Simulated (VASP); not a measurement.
# LiCl (P3_221) in VASP: further runs

LiCl is run at these levels: PBE; tasks: relaxation of cell and atoms, single point.

All numbers are computed with VASP 6.6.1; they aren't measurements. Logs are shortened: lines on timing, memory, paths and dates and some standing lists are left out, and cuts for length are marked.

## Step 1: The cell of the first run

The structure is trigonal, space group P3_221 (No. 154). Conventional cell: a = 6.190 Å, b = 6.190 Å, c = 3.687 Å, α = 90.00°, β = 90.00°, γ = 120.00°. Li (site symmetry 2) has 4 Cl at 2.40 to 2.41 Å within 3.2 Å. Cl (site symmetry 2) has 4 Li at 2.40 to 2.41 Å within 3.2 Å.

The cell was generated, and may not be a known phase.

## Step 2: Relaxation of cell and atoms, PBE

INCAR reads:

```
SYSTEM = LiCl
PREC     = Accurate       ! precision mode
ENCUT    = 600            ! plane-wave cutoff, eV
EDIFF    = 1E-6           ! SCF threshold, eV
ISMEAR   = 0              ! smearing method
SIGMA    = 0.02           ! smearing width, eV
LREAL    = .False.        ! projectors in reciprocal space
LASPH    = .True.         ! aspherical terms in the spheres
NELM     = 80             ! most SCF steps
ALGO     = Normal         ! electronic algorithm
ISIF     = 3              ! what is computed and relaxed
LWAVE    = .False.        ! write WAVECAR
LCHARG   = .False.        ! write CHGCAR
GGA      = PE             ! functional
IBRION   = 2              ! ionic algorithm
NSW      = 100            ! ionic steps
EDIFFG   = -0.01          ! ionic threshold
```

KPOINTS reads:

```
regular mesh
0
Gamma
  6 6 6
  0 0 0
```

POSCAR reads:

```
LiCl
1.0
    6.1896191258      0.0000000000      0.0000000000
   -3.0948095629      5.3603674027      0.0000000000
    0.0000000000      0.0000000000      3.6872645085
Li Cl
3 3
Direct
    0.6112604792      0.0000000000      0.6666666667
    0.0000000000      0.6112604792      0.3333333333
    0.3887395208      0.3887395208      0.0000000000
    0.3597329949      0.0000000000      0.1666666667
    0.0000000000      0.3597329949      0.8333333333
    0.6402670051      0.6402670051      0.5000000000
```

Potentials or basis: VASP PAW PBE potentials, release 64 (Li_sv, Cl).

The run is started by

```console
$ cat potpaw_PBE.64/Li_sv/POTCAR potpaw_PBE.64/Cl/POTCAR > POTCAR
$ mpirun -np 1 vasp_std > vasp.out
```

OUTCAR:

```text
SYSTEM = LiCl
   PREC = Accurate
   ENCUT = 600
   EDIFF = 1E-6
   ISMEAR = 0
   LREAL = .False.
   LASPH = .True.
   NELM = 80
   ISIF = 3
   GGA = PE
   IBRION = 2
   NSW = 100
   EDIFFG = -0.01

 ion  position               nearest neighbor table
   1  0.611  0.000  0.667-   5 2.40   6 2.40   4 2.41   4 2.41
   2  0.000  0.611  0.333-   4 2.40   6 2.40   5 2.41   5 2.41
   3  0.389  0.389  0.000-   5 2.40   4 2.40   6 2.41   6 2.41
   4  0.360  0.000  0.167-   2 2.40   3 2.40   1 2.41   1 2.41
   5  0.000  0.360  0.833-   1 2.40   3 2.40   2 2.41   2 2.41
   6  0.640  0.640  0.500-   2 2.40   1 2.40   3 2.41   3 2.41

  LATTYP: Found a hexagonal cell.
 ALAT       =     6.1896191258
 C/A-ratio  =     0.5957175124

  Lattice vectors:

 A1 = (   6.1896191258,   0.0000000000,   0.0000000000)
 A2 = (  -3.0948095629,   5.3603674027,   0.0000000000)
 A3 = (   0.0000000000,   0.0000000000,   3.6872645085)

Analysis of symmetry for initial positions (statically):
=====================================================================
 Subroutine PRICEL returns:
 Original cell was already a primitive cell.

 Routine SETGRP: Setting up the symmetry group for a
 hexagonal supercell.

 Subroutine GETGRP returns: Found  6 space group operations
 (whereof  2 operations were pure point group operations)
 out of a pool of 24 trial point group operations.

The static configuration has the point symmetry C_2 .
 The point group associated with its full space group is D_3 .

Analysis of symmetry for dynamics (positions and initial velocities):
=====================================================================
 Subroutine PRICEL returns:
 Original cell was already a primitive cell.

 Routine SETGRP: Setting up the symmetry group for a
 hexagonal supercell.

 Subroutine GETGRP returns: Found  6 space group operations
 (whereof  2 operations were pure point group operations)
 out of a pool of 24 trial point group operations.

The dynamic configuration has the point symmetry C_2 .
 The point group associated with its full space group is D_3 .

 Subroutine INISYM returns: Found  6 space group operations
 (whereof  2 operations are pure point group operations),
 and found     1 'primitive' translations

----------------------------------------------------------------------------------------

                                     Primitive cell

  volume of cell :     122.3384

  direct lattice vectors                    reciprocal lattice vectors
     6.189619126  0.000000000  0.000000000     0.161560829  0.093277188  0.000000000
    -3.094809563  5.360367403  0.000000000     0.000000000  0.186554377  0.000000000
     0.000000000  0.000000000  3.687264509     0.000000000  0.000000000  0.271203760

  length of vectors
     6.189619126  6.189619126  3.687264509     0.186554377  0.186554377  0.271203760

  position of ions in fractional coordinates (direct lattice)
     0.611260479  0.000000000  0.666666667
     0.000000000  0.611260479  0.333333333
     0.388739521  0.388739521  0.000000000
     0.359732995  0.000000000  0.166666667
     0.000000000  0.359732995  0.833333333
     0.640267005  0.640267005  0.500000000

  ion indices of the primitive-cell ions
   primitive index   ion index
                 1           1
                 2           2
                 3           3
                 4           4
                 5           5
                 6           6

----------------------------------------------------------------------------------------
[... 80 lines left out ...]
   PSTRESS=    0.0 pullay stress
   NELECT =      30.0000    total number of electrons
   NUPDOWN=      -1.0000    fix difference up-down
   EMIN   =  10.00;   EMAX   =-10.00  energy-range for DOS
   EFERMI =   0.00;   METHOD = LEGACY
   ISMEAR =     0;   SIGMA  =   0.02  broadening in eV -4-tet -1-fermi 0-gaus
   EFERMI_NEDOS =   21; number of points for ismear=-14 and -15
   IALGO  =     38    algorithm
   IMIX   =      4    mixing-type and parameters
     AMIX     =   0.40;   BMIX     =  1.00
     AMIX_MAG =   1.60;   BMIX_MAG =  1.00
  volume/ion in A,a.u.               =      20.39       137.60
  Fermi-wavevector in a.u.,A,eV,Ry     =   1.024694  1.936391 14.286096  1.049998
  Thomas-Fermi vector in A             =   2.158495
   LORBIT       =      0    0 simple, 1 ext, 2 COOP (PROOUT), +10 PAW based schemes
   GGA     = PE    functional components
   LHFCALC =     F    Hartree Fock is set to
   AEXX    =    0.0000 exact exchange contribution
   IVDW    =     0    specifies the selected vdW correction
   LEPSILON=     F    determine dielectric tensor
   LRPA    =     F    only Hartree local field effects (RPA)
 conjugate gradient relaxation of ions
 non-spin polarized calculation
 Gauss-broadening in eV      SIGMA  =   0.02
  energy-cutoff  :      600.00
  volume of cell :      122.34
 maximum number of plane-waves:      4107
 NGX is ok and might be reduce to    50
   NGX = 25   NGY = 25   NGZ = 15

--------------------------------------- Ionic step        1  -------------------------------------------

 number of electron      30.0000006 magnetization

 Free energy of the ion-electron system (eV)
  ---------------------------------------------------
  ext. energy  EPLUGINS =         0.00000000
  ---------------------------------------------------
  free energy    TOTEN  =       -22.07385021 eV

  energy without entropy =      -22.07385021  energy(sigma->0) =      -22.07385021

------------------------ aborting loop because EDIFF is reached ----------------------------------------

  FORCE on cell =-STRESS in cart. coord.  units (eV):
  Direction    XX          YY          ZZ          XY          YZ          ZX
  --------------------------------------------------------------------------------------
  -------------------------------------------------------------------------------------
  Total       -0.0226260     -0.0226260      0.0810625      0.0000000     -0.0000000      0.0000000
  in kB       -0.2963158     -0.2963158      1.0616163      0.0000000     -0.0000000      0.0000000
  external PRESSURE =       0.1563282 kB  Pullay stress =       0.0000000 kB

 VOLUME and BASIS-vectors are now :
 -----------------------------------------------------------------------------
  energy-cutoff  :      600.00
  volume of cell :      122.34
      direct lattice vectors                 reciprocal lattice vectors
     6.189619126  0.000000000  0.000000000     0.161560829  0.093277188  0.000000000
    -3.094809563  5.360367403  0.000000000     0.000000000  0.186554377  0.000000000
     0.000000000  0.000000000  3.687264509     0.000000000  0.000000000  0.271203760

 POSITION                                       TOTAL-FORCE (eV/Angst)
 -----------------------------------------------------------------------------------
      3.78347      0.00000      2.45818         0.011271     -0.000000     -0.000000
     -1.89173      3.27658      1.22909        -0.005636      0.009761      0.000000
      1.20307      2.08379      0.00000        -0.005636     -0.009761     -0.000000
      2.22661      0.00000      0.61454        -0.003613      0.000000     -0.000000
     -1.11331      1.92830      3.07272         0.001807     -0.003129     -0.000000
      1.98150      3.43207      1.84363         0.001807      0.003129     -0.000000
 -----------------------------------------------------------------------------------
    total drift:                               -0.000000     -0.000000     -0.000000

  FREE ENERGIE OF THE ION-ELECTRON SYSTEM (eV)
  ---------------------------------------------------
  free  energy   TOTEN  =       -22.0738502125 eV

  energy  without entropy=      -22.0738502125  energy(sigma->0) =      -22.07385021

--------------------------------------- Ionic step        2  -------------------------------------------

 number of electron      30.0000007 magnetization

 Free energy of the ion-electron system (eV)
  ---------------------------------------------------
  ext. energy  EPLUGINS =         0.00000000
  ---------------------------------------------------
  free energy    TOTEN  =       -22.07392161 eV

  energy without entropy =      -22.07392161  energy(sigma->0) =      -22.07392161

 E-fermi :  -0.7975     XC(G=0):  -7.7578

 val. band max:       -0.9299564584   @ k =   0.0000   0.0000   0.0000
 cond. band min:       4.8989738401   @ k =   0.0000   0.0000   0.0000
 fundamental gap:      5.8289302985
 Fermi energy:        -0.7975161443

 k-point     1 :       0.0000    0.0000    0.0000
  band No.  band energies     occupation
      1     -44.1395      2.00000
      2     -44.1372      2.00000
      3     -44.1372      2.00000
      4     -13.8201      2.00000
      5     -13.4380      2.00000
      6     -13.4380      2.00000
[... 505 lines left out ...]
      6     -13.3207      2.00000
[... 11 lines left out ...]
     18       7.4913      0.00000
     19       7.7129      0.00000

 [... further k-points ...]

------------------------ aborting loop because EDIFF is reached ----------------------------------------

  FORCE on cell =-STRESS in cart. coord.  units (eV):
  Direction    XX          YY          ZZ          XY          YZ          ZX
  --------------------------------------------------------------------------------------
  -------------------------------------------------------------------------------------
  Total       -0.0199450     -0.0199450      0.0547964     -0.0000000     -0.0000000      0.0000000
  in kB       -0.2611295     -0.2611295      0.7174222     -0.0000000     -0.0000000      0.0000000
  external PRESSURE =       0.0650544 kB  Pullay stress =       0.0000000 kB

 VOLUME and BASIS-vectors are now :
 -----------------------------------------------------------------------------
  energy-cutoff  :      600.00
  volume of cell :      122.37
      direct lattice vectors                 reciprocal lattice vectors
     6.188493093  0.000000000  0.000000000     0.161590226  0.093294161  0.000000000
    -3.094246547  5.359392230 -0.000000000    -0.000000000  0.186588321  0.000000000
     0.000000000 -0.000000000  3.689667786    -0.000000000  0.000000000  0.271027111

 POSITION                                       TOTAL-FORCE (eV/Angst)
 -----------------------------------------------------------------------------------
      0.68908      5.35939      2.45978         0.009186      0.000000      0.000000
      4.29683      3.27646      1.22989        -0.004593      0.007955     -0.000000
      1.20258      2.08294      3.68967        -0.004593     -0.007955      0.000000
      2.22603     -0.00000      0.61494        -0.001161     -0.000000      0.000000
     -1.11302      1.92780      3.07472         0.000581     -0.001005      0.000000
      1.98123      3.43159      1.84483         0.000581      0.001005     -0.000000
 -----------------------------------------------------------------------------------
    total drift:                               -0.000000     -0.000000     -0.000000

  FREE ENERGIE OF THE ION-ELECTRON SYSTEM (eV)
  ---------------------------------------------------
  free  energy   TOTEN  =       -22.0739216111 eV

  energy  without entropy=      -22.0739216111  energy(sigma->0) =      -22.07392161

 reached required accuracy - stopping structural energy minimisation
```

Run time: 1.7 min. Hardware: 1 thread of Intel Xeon Platinum 8259CL at 2.50GHz (Skylake/Cascade Lake), shared host; peak memory 0.3 GiB.

Results:

| Item | Value |
| --- | --- |
| Free energy | -22.0739 eV |
| Relaxed volume | 20.40 Å³/atom |
| Relaxed cell | a = 6.188 Å, b = 6.188 Å, c = 3.690 Å, α = 90.00°, β = 90.00°, γ = 120.00° |
| Space group after relaxing (to 0.1 Å) | P3_221 (No. 154) |
| Energy gained by relaxing | 0.0 meV/atom |
| Ionic steps | 2 |
| Pressure after relaxing | 0.0 GPa |
| Largest force after relaxing | 0.009 eV/Å |
| Band gap on the k mesh | 5.83 eV |

Forces on the atoms (eV/Å):
```
Li   0.009  0.000  0.000
Li  -0.005  0.008  0.000
Li  -0.005 -0.008  0.000
Cl  -0.001  0.000  0.000
Cl   0.001 -0.001  0.000
Cl   0.001  0.001  0.000
```

Final structure:
```
Li Cl
1.0
     6.18849    0.00000    0.00000
    -3.09425    5.35939    0.00000
     0.00000    0.00000    3.68967
Li Cl
3 3
Direct
  0.61135 0.00000 0.66667
  0.00000 0.61135 0.33333
  0.38865 0.38865 0.00000
  0.35970 0.00000 0.16667
  0.00000 0.35970 0.83333
  0.64030 0.64030 0.50000
```

Caveat: the cutoff is under 1.25 times the usual one of these potentials, so pressure, stress and relaxed cells hold a basis-set (Pulay) error. A k mesh can miss the band edges.

## Step 3: Single point, PBE

This run uses another cell than the first one, of 14.57 Å³/atom.

INCAR reads:

```
SYSTEM = LiCl
ALGO = Normal
EDIFF = 1E-6
ENCUT = 520
GGA = PE
ISIF = 2
ISMEAR = 0
LASPH = .True.
LCHARG = .False.
LREAL = .False.
LWAVE = .False.
NBANDS = 24
NELM = 100
PREC = Accurate
SIGMA = 0.1
```

KPOINTS reads:

```
k-points
0
Gamma
  6 6 6
  0 0 0
```

POSCAR reads:

```
LiCl
1.0
    5.5523875200      0.0000000000      0.0000000000
   -2.7761937600      4.8085086400      0.0000000000
    0.0000000000      0.0000000000      3.2744798300
Li Cl
3 3
Direct
    0.6226507000      0.0000000000      0.6666666700
    0.0000000000      0.6226507000      0.3333333300
    0.3773493000      0.3773493000      0.0000000000
    0.3773493000      0.0000000000      0.1666666700
    0.0000000000      0.3773493000      0.8333333300
    0.6226507000      0.6226507000      0.5000000000
```

Potentials or basis: VASP PAW PBE potentials, release 64 (Li_sv, Cl).

The run is started by

```console
$ cat potpaw_PBE.64/Li_sv/POTCAR potpaw_PBE.64/Cl/POTCAR > POTCAR
$ mpirun -np 1 vasp_std > vasp.out
```

Run time: 97 s. Hardware: 1 thread of Oxide Virtual Turin-like, shared host; peak memory 0.18 GiB.

It converged, with:

```yaml
Free_energy: -20.4555 eV
Largest_force: 0.898 eV/Å
Band_gap_on_the_k_mesh: 6.58 eV (least direct gap 6.84 eV)
```

Forces in eV/Å, atoms in the order of the input:
```
Li   0.361  0.000  0.000
Li  -0.181  0.313  0.000
Li  -0.181 -0.313  0.000
Cl  -0.898  0.000  0.000
Cl   0.449 -0.777  0.000
Cl   0.449  0.777  0.000
```

Levels at points of the mesh, in eV from the valence-band top:
| k point | band 11 | band 12 | band 13 | band 14 | band 15 | band 16 | band 17 | band 18 | band 19 | band 20 |
| --- | --- | --- | --- | --- | --- | --- | --- | --- | --- | --- |
| (0.00, 0.00, 0.00) | -0.63 | -0.63 | -0.11 | -0.11 | 0.00 | 6.94 | 8.81 | 8.81 | 9.52 | 10.69 |
| (0.50, 0.00, 0.00) | -1.36 | -0.76 | -0.34 | -0.21 | -0.16 | 7.33 | 8.29 | 8.31 | 9.59 | 9.72 |
| (0.00, 0.00, 0.50) | -2.43 | -2.03 | -1.11 | -1.11 | -0.32 | 6.79 | 6.79 | 9.35 | 9.35 | 10.35 |
| (0.50, 0.00, 0.50) | -2.05 | -1.33 | -1.20 | -0.85 | -0.35 | 7.32 | 7.94 | 8.51 | 8.90 | 9.41 |

Caveat: the cutoff is under 1.25 times the usual one of these potentials, so pressure, stress and relaxed cells hold a basis-set (Pulay) error. A k mesh can miss the band edges.

(Continued in part 2 of 2.)
